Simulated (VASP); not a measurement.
# ZrN in VASP: single point with PBEsol

Aim: the single point of ZrN with PBEsol.

Everything below comes from runs of VASP 6.6.1. Logs are shortened: lines on timing, memory, paths and dates and some standing lists are left out, and cuts for length are marked.

**1. The cell of the first run**

The cell holds a slab with vacuum, 14 atoms: a = 3.219 Å, b = 4.552 Å, c = 24.657 Å, α = 90.00°, β = 90.00°, γ = 90.00°.

**2. Single point, PBEsol**

INCAR reads:

```
ALGO = Normal ; DIPOL = 0.5 0.5 0.500
EDIFF = 1E-6 ; ENCUT = 520
GGA = PS ; GGA_COMPAT = False
IDIPOL = 3 ; ISIF = 2
ISMEAR = 0 ; LASPH = True
LCHARG = False ; LDIPOL = True
LREAL = False ; LWAVE = False
NBANDS = 72 ; NELM = 120
NELMDL = -8 ; PREC = Accurate
SIGMA = 0.1
```

KPOINTS reads:

```
k-points
0
Gamma
  11 8 1
```

POSCAR reads:

```
ZrN
1.0
    3.2188796042      0.0000000000      0.0000000000
    0.0000000000      4.5521831919      0.0000000000
    0.0000000000      0.0000000000     24.6566388126
Zr N
7 7
Direct
    0.5000000000      0.5000000000      0.3099153190
    0.0000000000      0.0000000000      0.3667607609
    0.5000000000      0.5000000000      0.4338038096
    0.0000000000      0.0000000000      0.4999999999
    0.5000000000      0.5000000000      0.5661961900
    0.0000000000      0.0000000000      0.6332392395
    0.5000000000      0.5000000000      0.6900846816
    0.5000000000      0.0000000000      0.3077285106
    0.0000000000      0.5000000000      0.3678360251
    0.5000000000      0.0000000000      0.4357143615
    0.0000000000      0.5000000000      0.4999999996
    0.5000000000      0.0000000000      0.5642856382
    0.0000000000      0.5000000000      0.6321639749
    0.5000000000      0.0000000000      0.6922714897
```

Potentials or basis: VASP PAW PBE potentials, release 64 (Zr_sv, N).

Run with:

```sh
$ cat potpaw_PBE.64/Zr_sv/POTCAR potpaw_PBE.64/N/POTCAR > POTCAR
$ mpirun -np 1 vasp_std > vasp.out
```

OUTCAR:

```text
EDIFF = 1E-6
   ENCUT = 520
   GGA = PS
   ISIF = 2
   ISMEAR = 0
   LASPH = True
   LREAL = False
   NELM = 120
   NELMDL = -8
   PREC = Accurate

 ion  position               nearest neighbor table
   1  0.500  0.500  0.310-   9 2.15   9 2.15   8 2.28   8 2.28   3 3.05   2 3.12   2 3.12   2 3.12
                             2 3.12
   2  0.000  0.000  0.367-   8 2.17   8 2.17   9 2.28   9 2.28  10 2.34  10 2.34   1 3.12   1 3.12
                             1 3.12   1 3.12   3 3.24   3 3.24   3 3.24   3 3.24   4 3.29
   3  0.500  0.500  0.434-  10 2.28  10 2.28   9 2.29   9 2.29  11 2.29  11 2.29   1 3.05   4 3.23
                             4 3.23   4 3.23   4 3.23   2 3.24   2 3.24   2 3.24   2 3.24   5 3.26
   4  0.000  0.000  0.500-  12 2.26  12 2.26  10 2.26  10 2.26  11 2.28  11 2.28   5 3.23   5 3.23
                             5 3.23   5 3.23   3 3.23   3 3.23   3 3.23   3 3.23   2 3.29   6 3.29
   5  0.500  0.500  0.566-  12 2.28  12 2.28  13 2.29  13 2.29  11 2.29  11 2.29   7 3.05   4 3.23
                             4 3.23   4 3.23   4 3.23   6 3.24   6 3.24   6 3.24   6 3.24   3 3.26
   6  0.000  0.000  0.633-  14 2.17  14 2.17  13 2.28  13 2.28  12 2.34  12 2.34   7 3.12   7 3.12
                             7 3.12   7 3.12   5 3.24   5 3.24   5 3.24   5 3.24   4 3.29
   7  0.500  0.500  0.690-  13 2.15  13 2.15  14 2.28  14 2.28   5 3.05   6 3.12   6 3.12   6 3.12
                             6 3.12
   8  0.500  0.000  0.308-   2 2.17   2 2.17   1 2.28   1 2.28
   9  0.000  0.500  0.368-   1 2.15   1 2.15   2 2.28   2 2.28   3 2.29   3 2.29
  10  0.500  0.000  0.436-   4 2.26   4 2.26   3 2.28   3 2.28   2 2.34   2 2.34
  11  0.000  0.500  0.500-   4 2.28   4 2.28   3 2.29   3 2.29   5 2.29   5 2.29
  12  0.500  0.000  0.564-   4 2.26   4 2.26   5 2.28   5 2.28   6 2.34   6 2.34
  13  0.000  0.500  0.632-   7 2.15   7 2.15   6 2.28   6 2.28   5 2.29   5 2.29
  14  0.500  0.000  0.692-   6 2.17   6 2.17   7 2.28   7 2.28

  LATTYP: Found a simple orthorhombic cell.
 ALAT       =     3.2188796042
 B/A-ratio  =     1.4142135624
 C/A-ratio  =     7.6600065378

  Lattice vectors:

 A1 = (   3.2188796042,   0.0000000000,   0.0000000000)
 A2 = (   0.0000000000,   4.5521831919,   0.0000000000)
 A3 = (   0.0000000000,   0.0000000000,  24.6566388126)

Analysis of symmetry for initial positions (statically):
=====================================================================
 Subroutine PRICEL returns:
 Original cell was already a primitive cell.

 Routine SETGRP: Setting up the symmetry group for a
 simple orthorhombic supercell.

 Subroutine GETGRP returns: Found  8 space group operations
 (whereof  8 operations were pure point group operations)
 out of a pool of  8 trial point group operations.

The static configuration has the point symmetry D_2h.

Analysis of symmetry for dynamics (positions and initial velocities):
=====================================================================
 Subroutine PRICEL returns:
 Original cell was already a primitive cell.
[... 163 lines left out ...]
 non-spin polarized calculation
 Gauss-broadening in eV      SIGMA  =   0.10
  energy-cutoff  :      520.00
  volume of cell :      361.29
 maximum number of plane-waves:      9790
 NGX is ok and might be reduce to    24
   NGX = 11   NGY = 17   NGZ = 91

 number of electron     119.0000002 magnetization

 dipolmoment           0.000000      0.000000     -0.000000 electrons x Angstroem

 Free energy of the ion-electron system (eV)
  ---------------------------------------------------
  ext. energy  EPLUGINS =         0.00000000
  ---------------------------------------------------
  free energy    TOTEN  =      -145.58193602 eV

  energy without entropy =     -145.55449820  energy(sigma->0) =     -145.56821711

 E-fermi :   3.9299     XC(G=0):  -6.6533

 val. band max:        3.9085525618   @ k =   0.0000   0.0000   0.0000
 cond. band min:       3.9354759738   @ k =   0.2727   0.1250   0.0000
 fundamental gap:      0.0269234120
 Fermi energy:         3.9299318241

 k-point     1 :       0.0000    0.0000    0.0000
  band No.  band energies     occupation
      1     -45.4278      2.00000
      2     -45.3735      2.00000
      3     -45.3648      2.00000
      4     -45.2466      2.00000
      5     -45.2352      2.00000
      6     -45.0225      2.00000
[... 1765 lines left out ...]
     70       6.9892      0.00000
     71       7.0027      0.00000

 [... further k-points ...]

 [bands above 71 left out]

------------------------ aborting loop because EDIFF is reached ----------------------------------------

 vacuum level on the upper side and lower side of the slab       (xc-potential included)        -0.220        -0.220

  FORCE on cell =-STRESS in cart. coord.  units (eV):
  Direction    XX          YY          ZZ          XY          YZ          ZX
  --------------------------------------------------------------------------------------
  -------------------------------------------------------------------------------------
  Total        5.1951988     -9.5824634      0.2956718      0.0000000      0.0000000      0.0000000
  in kB       23.0385116    -42.4941760      1.3111796      0.0000000      0.0000000      0.0000000
  external PRESSURE =      -6.0481616 kB  Pullay stress =       0.0000000 kB

 VOLUME and BASIS-vectors are now :
 -----------------------------------------------------------------------------
  energy-cutoff  :      520.00
  volume of cell :      361.29
      direct lattice vectors                 reciprocal lattice vectors
     3.218879604  0.000000000  0.000000000     0.310667103  0.000000000  0.000000000
     0.000000000  4.552183192  0.000000000     0.000000000  0.219674815  0.000000000
     0.000000000  0.000000000 24.656638813     0.000000000  0.000000000  0.040557028

 POSITION                                       TOTAL-FORCE (eV/Angst)
 -----------------------------------------------------------------------------------
      1.60944      2.27609      7.64147         0.000000     -0.000000     -0.033481
      0.00000      0.00000      9.04309         0.000000     -0.000000      0.012558
      1.60944      2.27609     10.69614         0.000000      0.000000     -0.001868
      0.00000      0.00000     12.32832         0.000000     -0.000000     -0.000000
      1.60944      2.27609     13.96049         0.000000      0.000000      0.001868
      0.00000      0.00000     15.61355         0.000000     -0.000000     -0.012558
      1.60944      2.27609     17.01517         0.000000     -0.000000      0.033481
      1.60944      0.00000      7.58755         0.000000     -0.000000     -0.027755
      0.00000      2.27609      9.06960         0.000000     -0.000000      0.007346
      1.60944      0.00000     10.74325         0.000000     -0.000000     -0.001003
      0.00000      2.27609     12.32832         0.000000     -0.000000     -0.000000
      1.60944      0.00000     13.91339         0.000000     -0.000000      0.001003
      0.00000      2.27609     15.58704         0.000000     -0.000000     -0.007346
      1.60944      0.00000     17.06909         0.000000     -0.000000      0.027755
 -----------------------------------------------------------------------------------
    total drift:                                0.000000     -0.000000     -0.000025

  FREE ENERGIE OF THE ION-ELECTRON SYSTEM (eV)
  ---------------------------------------------------
  free  energy   TOTEN  =      -145.5819360169 eV

  energy  without entropy=     -145.5544981991  energy(sigma->0) =     -145.56821711

 vacuum level on the upper side and lower side of the slab         6.556         6.556
```

OSZICAR:

```text
N       E                     dE             d eps       ncg     rms          rms(c)
DAV:   1     0.137682014960E+04    0.13768E+04   -0.62337E+04  4608   0.154E+03
DAV:   2    -0.210854376823E+02   -0.13979E+04   -0.13626E+04  5264   0.469E+02
DAV:   3    -0.156521604983E+03   -0.13544E+03   -0.13410E+03  6024   0.127E+02
[... 23 lines left out ...]
DAV:  27    -0.145581921305E+03   -0.45543E-04   -0.66897E-06  4048   0.101E-02    0.218E-03
DAV:  28    -0.145581929942E+03   -0.86373E-05   -0.88740E-07  3312   0.297E-03    0.151E-03
DAV:  29    -0.145581933208E+03   -0.32658E-05   -0.21441E-07  3152   0.171E-03    0.563E-04
DAV:  30    -0.145581935700E+03   -0.24923E-05   -0.25909E-07  3112   0.111E-03    0.230E-04
DAV:  31    -0.145581936017E+03   -0.31666E-06   -0.55544E-08  3072   0.614E-04
   1 F= -.14558194E+03 E0= -.14556822E+03  d E =-.274378E-01
```

stdout:

```text
POSCAR found type information on POSCAR ZrN
 POSCAR found :  2 types and      14 ions
 scaLAPACK will be used
 -----------------------------------------------------------------------------
|                                                                             |
|                                                                             |
|     You enforced a specific xc type in the INCAR file but a different       |
|     I HOPE YOU KNOW WHAT YOU ARE DOING!                                     |
|                                                                             |
 -----------------------------------------------------------------------------

 LDA part: xc-table for (Slater+PW92), standard interpolation
 POSCAR, INCAR and KPOINTS ok, starting setup
 FFT: planning ... GRIDC
 FFT: planning ... GRID_SOFT
 FFT: planning ... GRID
 WAVECAR not read
 entering main loop
```

Run time: 44 min. Hardware: 1 thread of Oxide Virtual Turin-like, shared host; peak memory 0.71 GiB.

What came out:

```
Free energy            : -145.5819 eV
Largest force          : 0.033 eV/Å
Band gap on the k mesh : zero (an odd number of electrons rules out a gap without spin polarisation)
```

Forces in eV/Å, atoms in the order of the input:
```
Zr   0.000  0.000 -0.033
Zr   0.000  0.000  0.013
Zr   0.000  0.000 -0.002
Zr   0.000  0.000  0.000
Zr   0.000  0.000  0.002
Zr   0.000  0.000 -0.013
Zr   0.000  0.000  0.033
N    0.000  0.000 -0.028
N    0.000  0.000  0.007
N    0.000  0.000 -0.001
N    0.000  0.000  0.000
N    0.000  0.000  0.001
N    0.000  0.000 -0.007
N    0.000  0.000  0.028
```

Levels at points of the mesh, in eV from the Fermi level:
| k point | band 55 | band 56 | band 57 | band 58 | band 59 | band 60 | band 61 | band 62 | band 63 | band 64 |
| --- | --- | --- | --- | --- | --- | --- | --- | --- | --- | --- |
| (0.00, 0.00, 0.00) | -2.46 | -2.18 | -1.99 | -0.99 | -0.20 | -0.02 | 0.01 | 0.17 | 0.35 | 0.43 |
| (0.00, 0.50, 0.00) | -2.95 | -2.55 | -2.11 | -0.69 | -0.68 | 0.34 | 0.45 | 0.95 | 1.41 | 2.40 |

Caveat: the PAW data sets were made with another functional, which shifts forces and pressure a little; an odd number of electrons without spin polarisation forces a metal; a magnetic or distorted state may lie lower.

The gap in the log of VASP goes by the Fermi energy; the results here count the filled bands.